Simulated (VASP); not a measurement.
# MnS (Fm-3m) in VASP: notebook

The runs below take MnS through single point, with PBEsol.

All numbers are computed with VASP 6.6.1; they aren't measurements. Logs are shortened: lines on timing, memory, paths and dates and some standing lists are left out, and cuts for length are marked.

### Step 1. The cell of the first run

The structure is cubic, space group Fm-3m (No. 225). Conventional cell: a = 5.209 Å, b = 5.209 Å, c = 5.209 Å, α = 90.00°, β = 90.00°, γ = 90.00°. Mn (site symmetry m-3m) has 6 S at 2.60 Å within 3.4 Å. Within 3.4 Å of S (site symmetry m-3m) lie 6 Mn at 2.60 Å.

### Step 2. Single point, PBEsol, collinear spin, ferromagnetic start

The input, INCAR:

```
  PREC = Accurate
  ENCUT = 520
  EDIFF = 1E-6
  ISMEAR = -1
  SIGMA = 0.05
  LREAL = F
  LASPH = T
  NELM = 150
  ALGO = Normal
  ISIF = 2
  LWAVE = F
  LCHARG = T
  ISPIN = 2
  MAGMOM = 1 0
  LORBIT = 11
  NUPDOWN = 1.0
  LMAXMIX = 4
  GGA = PS
  LELF = T
  LVHAR = T
  NBANDS = 20
```

The input, KPOINTS:

```
Automatic mesh
0
Gamma
  7 7 7
```

The input, POSCAR:

```
MnS
1.0
    0.0000000000      2.6045000000      2.6045000000
    2.6045000000      0.0000000000      2.6045000000
    2.6045000000      2.6045000000      0.0000000000
Mn S
1 1
Direct
    0.0000000000      0.0000000000      0.0000000000
    0.5000000000      0.5000000000      0.5000000000
```

Potentials or basis: VASP PAW PBE potentials, release 64 (Mn_pv, S).

Started as:

```bash
$ cat potpaw_PBE.64/Mn_pv/POTCAR potpaw_PBE.64/S/POTCAR > POTCAR
$ mpirun -np 1 vasp_std > vasp.out
```

OUTCAR:

```text
PREC = Accurate
   ENCUT = 520
   EDIFF = 1E-6
   ISMEAR = -1
   LREAL = F
   LASPH = T
   NELM = 150
   ISIF = 2
   ISPIN = 2
   LORBIT = 11
   NUPDOWN = 1.0
   GGA = PS

 ion  position               nearest neighbor table
   1  0.000  0.000  0.000-   2 2.60   2 2.60   2 2.60   2 2.60   2 2.60   2 2.60
   2  0.500  0.500  0.500-   1 2.60   1 2.60   1 2.60   1 2.60   1 2.60   1 2.60

  LATTYP: Found a face centered cubic cell.
 ALAT       =     5.2090000000

  Lattice vectors:

 A1 = (   0.0000000000,   2.6045000000,   2.6045000000)
 A2 = (   2.6045000000,   0.0000000000,   2.6045000000)
 A3 = (   2.6045000000,   2.6045000000,   0.0000000000)

Analysis of symmetry for initial positions (statically):
=====================================================================
 Subroutine PRICEL returns:
 Original cell was already a primitive cell.

 Routine SETGRP: Setting up the symmetry group for a
 face centered cubic supercell.

 Subroutine GETGRP returns: Found 48 space group operations
 (whereof 48 operations were pure point group operations)
 out of a pool of 48 trial point group operations.

The static configuration has the point symmetry O_h .

Analysis of symmetry for dynamics (positions and initial velocities):
=====================================================================
 Subroutine PRICEL returns:
 Original cell was already a primitive cell.

 Routine SETGRP: Setting up the symmetry group for a
 face centered cubic supercell.

 Subroutine GETGRP returns: Found 48 space group operations
 (whereof 48 operations were pure point group operations)
 out of a pool of 48 trial point group operations.

The dynamic configuration has the point symmetry O_h .

Analysis of structural, dynamic, and magnetic symmetry:
=====================================================================
 Subroutine PRICEL returns:
 Original cell was already a primitive cell.

 Routine SETGRP: Setting up the symmetry group for a
 face centered cubic supercell.

 Subroutine GETGRP returns: Found 48 space group operations
 (whereof 48 operations were pure point group operations)
 out of a pool of 48 trial point group operations.

The overall configuration has the point symmetry O_h .

 Subroutine INISYM returns: Found 48 space group operations
 (whereof 48 operations are pure point group operations),
 and found     1 'primitive' translations

----------------------------------------------------------------------------------------

                                     Primitive cell

  volume of cell :      35.3348

  direct lattice vectors                    reciprocal lattice vectors
     0.000000000  2.604500000  2.604500000    -0.191975427  0.191975427  0.191975427
     2.604500000  0.000000000  2.604500000     0.191975427 -0.191975427  0.191975427
     2.604500000  2.604500000  0.000000000     0.191975427  0.191975427 -0.191975427

  length of vectors
     3.683319223  3.683319223  3.683319223     0.332511194  0.332511194  0.332511194

  position of ions in fractional coordinates (direct lattice)
[... 8 lines left out ...]
----------------------------------------------------------------------------------------

 KPOINTS: Automatic mesh

Automatic generation of k-mesh.
 Grid dimensions read from file:
 generate k-points for:    7    7    7

 Generating k-lattice:

  Cartesian coordinates                     Fractional coordinates (reciprocal lattice)
    -0.027425061  0.027425061  0.027425061     0.142857143  0.000000000  0.000000000
     0.027425061 -0.027425061  0.027425061     0.000000000  0.142857143  0.000000000
     0.027425061  0.027425061 -0.027425061     0.000000000  0.000000000  0.142857143

  Length of vectors
     0.047501599  0.047501599  0.047501599

  Shift w.r.t. Gamma in fractional coordinates (k-lattice)
     0.000000000  0.000000000  0.000000000

 Subroutine IBZKPT returns following result:
 ===========================================

 Found     20 irreducible k-points:

 Following reciprocal coordinates:
            Coordinates               Weight
  0.000000  0.000000  0.000000      1.000000
  0.142857  0.000000  0.000000      8.000000
  0.285714  0.000000  0.000000      8.000000
  0.428571  0.000000  0.000000      8.000000
  0.142857  0.142857  0.000000      6.000000
  0.285714  0.142857  0.000000     24.000000
[... 12 lines left out ...]
 -0.428571  0.428571  0.142857     24.000000
 -0.285714  0.428571  0.142857     24.000000
   k-points           NKPTS =     20   k-points in BZ     NKDIM =     20   number of bands    NBANDS=     20
   number of dos      NEDOS =    301   number of ions     NIONS =      2
   total plane-waves  NPLWV =  21952
   dimension x,y,z NGX =    28 NGY =   28 NGZ =   28
   dimension x,y,z NGXF=    56 NGYF=   56 NGZF=   56
   ions per type =               1   1
   NGX,Y,Z   is equivalent  to a cutoff of  12.64, 12.64, 12.64 a.u.
   NGXF,Y,Z  is equivalent  to a cutoff of  25.28, 25.28, 25.28 a.u.
 SYSTEM =  unknown system
   PREC   = accura    normal or accurate (medium, high low for compatibility)
   ISTART =      0    job   : 0-new  1-cont  2-samecut
   ICHARG =      2    charge: 1-file 2-atom 10-const
   ISPIN  =      2    spin polarized calculation?
   LNONCOLLINEAR =      F non collinear calculations
   LSORBIT =      F    spin-orbit coupling
   LASPH  =      T    aspherical Exc in radial PAW
   ENCUT  =  520.0 eV  38.22 Ry    6.18 a.u.   6.85  6.85  6.85*2*pi/ulx,y,z
   NELM   =    150;   NELMIN=  2; NELMDL= -5     # of ELM steps
   EDIFF  = 0.1E-05   stopping-criterion for ELM
   LREAL  =      F    real-space projection
[... 7 lines left out ...]
   TEBEG  =    0.0;   TEEND  =   0.0 temperature during run
   PSTRESS=    0.0 pullay stress
   NELECT =      19.0000    total number of electrons
   NUPDOWN=       1.0000    fix difference up-down
   EMIN   =  10.00;   EMAX   =-10.00  energy-range for DOS
   EFERMI =   0.00;   METHOD = LEGACY
   ISMEAR =    -1;   SIGMA  =   0.05  broadening in eV -4-tet -1-fermi 0-gaus
   EFERMI_NEDOS =   21; number of points for ismear=-14 and -15
   IALGO  =     38    algorithm
   IMIX   =      4    mixing-type and parameters
     AMIX     =   0.40;   BMIX     =  1.00
     AMIX_MAG =   1.60;   BMIX_MAG =  1.00
  volume/ion in A,a.u.               =      17.67       119.23
  Fermi-wavevector in a.u.,A,eV,Ry     =   1.331246  2.515690 24.112464  1.772216
  Thomas-Fermi vector in A             =   2.460272
   LORBIT       =     11    0 simple, 1 ext, 2 COOP (PROOUT), +10 PAW based schemes
   GGA     = PS    functional components
   LHFCALC =     F    Hartree Fock is set to
   AEXX    =    0.0000 exact exchange contribution
   IVDW    =     0    specifies the selected vdW correction
   LEPSILON=     F    determine dielectric tensor
   LRPA    =     F    only Hartree local field effects (RPA)
 spin polarized calculation
  energy-cutoff  :      520.00
  volume of cell :       35.33
 maximum number of plane-waves:       966
   NGX = 13   NGY = 13   NGZ = 13

 number of electron      18.9999987 magnetization       0.9999996

 Free energy of the ion-electron system (eV)
  ---------------------------------------------------
  ext. energy  EPLUGINS =         0.00000000
  ---------------------------------------------------
  free energy    TOTEN  =       -13.08599622 eV

  energy without entropy =      -13.05167042  energy(sigma->0) =      -13.06883332

 E-fermi :   6.3893     XC(G=0): -10.8891

 val. band max:        6.3726143368   @ k =   0.2857   0.0000   0.0000
 cond. band min:       5.4798075319   @ k =   0.4286   0.4286   0.0000
 fundamental gap:     -0.8928068049
 Fermi energy:         5.4457130751

 spin component 1

 k-point     1 :       0.0000    0.0000    0.0000
  band No.  band energies     occupation
      1     -42.2159      1.00000
      2     -42.2158      1.00000
      3     -42.2158      1.00000
      4      -8.2467      1.00000
      5       4.3732      1.00000
      6       4.3732      1.00000
[... 12 lines left out ...]
     19      18.6633      0.00000
     20      19.1700      0.00000

 k-point     2 :       0.1429    0.0000    0.0000
  band No.  band energies     occupation
      1     -42.2175      1.00000
      2     -42.2161      1.00000
      3     -42.2160      1.00000
      4      -8.0528      1.00000
      5       2.9057      1.00000
      6       3.5885      1.00000
[... 12 lines left out ...]
     19      18.1203      0.00000
     20      19.9962      0.00000

 k-point     3 :       0.2857    0.0000    0.0000
  band No.  band energies     occupation
      1     -42.2215      1.00000
      2     -42.2166      1.00000
      3     -42.2166      1.00000
      4      -7.5538      1.00000
      5       1.0209      1.00000
      6       2.8251      1.00000
[... 12 lines left out ...]
     19      18.1175      0.00000
     20      23.3754      0.00000

 k-point     4 :       0.4286    0.0000    0.0000
  band No.  band energies     occupation
      1     -42.2246      1.00000
      2     -42.2171      1.00000
      3     -42.2171      1.00000
      4      -7.0575      1.00000
      5      -0.2529      1.00000
      6       2.4149      1.00000
[... 334 lines left out ...]
     19      21.4473      0.00000
     20      22.5882      0.00000

 k-point    19 :      -0.4286    0.4286    0.1429
  band No.  band energies     occupation
      1     -42.2232      1.00000
      2     -42.2202      1.00000
      3     -42.2191      1.00000
      4      -6.8319      1.00000
      5       0.6966      1.00000
      6       2.0218      1.00000
[... 12 lines left out ...]
     19      21.5184      0.00000
     20      22.2477      0.00000

 k-point    20 :      -0.2857    0.4286    0.1429
  band No.  band energies     occupation
      1     -42.2221      1.00000
      2     -42.2217      1.00000
      3     -42.2190      1.00000
      4      -6.7606      1.00000
      5       1.0534      1.00000
      6       1.1249      1.00000
[... 12 lines left out ...]
     19      21.9005      0.00000
     20      23.3390      0.00000
 Fermi energy:         6.3893277165

 spin component 2

 k-point     1 :       0.0000    0.0000    0.0000
  band No.  band energies     occupation
      1     -41.1619      1.00000
      2     -41.1619      1.00000
      3     -41.1619      1.00000
      4      -8.2815      1.00000
      5       4.3477      1.00000
      6       4.3477      1.00000
[... 12 lines left out ...]
     19      18.5840      0.00000
     20      19.5559      0.00000

 k-point     2 :       0.1429    0.0000    0.0000
  band No.  band energies     occupation
      1     -41.1637      1.00000
      2     -41.1621      1.00000
      3     -41.1621      1.00000
      4      -8.0899      1.00000
      5       3.0251      1.00000
      6       3.5786      1.00000
[... 12 lines left out ...]
     19      18.2617      0.00000
     20      20.2278      0.00000

 k-point     3 :       0.2857    0.0000    0.0000
  band No.  band energies     occupation
      1     -41.1680      1.00000
      2     -41.1627      1.00000
      3     -41.1627      1.00000
      4      -7.5981      1.00000
      5       1.1138      1.00000
      6       2.8023      1.00000
[... 12 lines left out ...]
     19      18.3825      0.00000
     20      23.4165      0.00000

 k-point     4 :       0.4286    0.0000    0.0000
  band No.  band energies     occupation
      1     -41.1714      1.00000
      2     -41.1632      1.00000
      3     -41.1632      1.00000
      4      -7.1113      1.00000
      5      -0.1648      1.00000
      6       2.3859      1.00000
[... 337 lines left out ...]
 k-point    19 :      -0.4286    0.4286    0.1429
  band No.  band energies     occupation
      1     -41.1698      1.00000
      2     -41.1665      1.00000
      3     -41.1654      1.00000
      4      -6.8950      1.00000
      5       0.7103      1.00000
      6       2.1136      1.00000
[... 12 lines left out ...]
     19      21.5859      0.00000
     20      22.2457      0.00000

 k-point    20 :      -0.2857    0.4286    0.1429
  band No.  band energies     occupation
      1     -41.1687      1.00000
      2     -41.1682      1.00000
      3     -41.1652      1.00000
      4      -6.8251      1.00000
      5       1.1068      1.00000
      6       1.1660      1.00000
[... 12 lines left out ...]
     19      21.9716      0.00000
     20      23.3287      0.00000

------------------------ aborting loop because EDIFF is reached ----------------------------------------

  FORCE on cell =-STRESS in cart. coord.  units (eV):
  Direction    XX          YY          ZZ          XY          YZ          ZX
  --------------------------------------------------------------------------------------
  -------------------------------------------------------------------------------------
  Total       -5.2521140     -5.2521140     -5.2521140      0.0000000      0.0000000     -0.0000000
  in kB     -238.1450998   -238.1450998   -238.1450998      0.0000000      0.0000000     -0.0000000
  external PRESSURE =    -238.1450998 kB  Pullay stress =       0.0000000 kB

 VOLUME and BASIS-vectors are now :
 -----------------------------------------------------------------------------
  energy-cutoff  :      520.00
  volume of cell :       35.33
      direct lattice vectors                 reciprocal lattice vectors
     0.000000000  2.604500000  2.604500000    -0.191975427  0.191975427  0.191975427
     2.604500000  0.000000000  2.604500000     0.191975427 -0.191975427  0.191975427
     2.604500000  2.604500000  0.000000000     0.191975427  0.191975427 -0.191975427

 POSITION                                       TOTAL-FORCE (eV/Angst)
 -----------------------------------------------------------------------------------
      0.00000      0.00000      0.00000        -0.000000      0.000000     -0.000000
      2.60450      2.60450      2.60450         0.000000     -0.000000      0.000000
 -----------------------------------------------------------------------------------
    total drift:                               -0.000000      0.000000      0.000000

  FREE ENERGIE OF THE ION-ELECTRON SYSTEM (eV)
  ---------------------------------------------------
  free  energy   TOTEN  =       -13.0859962213 eV

  energy  without entropy=      -13.0516704208  energy(sigma->0) =      -13.06883332

 total charge

# of ion       s       p       d       tot
------------------------------------------
    1        0.202   6.134   5.065  11.401
    2        1.322   2.276   0.000   3.598
--------------------------------------------------
tot          1.524   8.410   5.065  14.999

 magnetization (x)

# of ion       s       p       d       tot
------------------------------------------
    1       -0.001  -0.001   1.044   1.042
    2       -0.013  -0.007   0.000  -0.021
--------------------------------------------------
tot         -0.014  -0.008   1.044   1.021
```

Run time: 17 s. Hardware: 1 thread of Intel Xeon Platinum 8559C (Emerald Rapids), shared host; peak memory 0.18 GiB.

What came out:

```
Free energy                                           : -13.0860 eV
Pressure                                              : -23.8 GPa
Net moment                                            : 1.00 μB per cell
Site moments                                          : Mn +1.04; S -0.02 μB
Valence electrons inside the program's atomic spheres : Mn 11.40; S 3.60
```

Caveat: the PAW data sets were made with another functional, which shifts forces and pressure a little; the total moment is fixed, so each spin has its own Fermi level; a cell with one magnetic atom can't hold antiferromagnetic order, which such compounds often take.

(Continued in part 2 of 2.)
